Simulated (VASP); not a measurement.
A run of VASP 6.6.1 is set up as follows.

File INCAR:

```
PREC = Accurate ; ENCUT = 500
EDIFF = 1E-6 ; ISMEAR = 0
SIGMA = 0.05 ; LREAL = False
LASPH = True ; NELM = 120
ALGO = Normal ; ISIF = 2
LWAVE = False ; LCHARG = False
GGA = PE ; NBANDS = 17
GGA_COMPAT = False
```

Contents of KPOINTS:

```
regular mesh
0
Gamma
  5 5 5
```

Contents of POSCAR:

```
PbSe
1.0
    0.0000000000      3.0606500000      3.0606500000
    3.0606500000      0.0000000000      3.0606500000
    3.0606500000      3.0606500000      0.0000000000
Pb Se
1 1
Direct
    0.0000000000      0.0000000000      0.0000000000
    0.5000000000      0.5000000000      0.5000000000
```

Potentials or basis: VASP PAW PBE potentials, release 64 (Pb_d, Se).

Launch:

```sh
$ cat potpaw_PBE.64/Pb_d/POTCAR potpaw_PBE.64/Se/POTCAR > POTCAR
$ mpirun -np 1 vasp_std > vasp.out
```

(1) Estimate the pressure.

Results:

(1) 2.2 GPa.
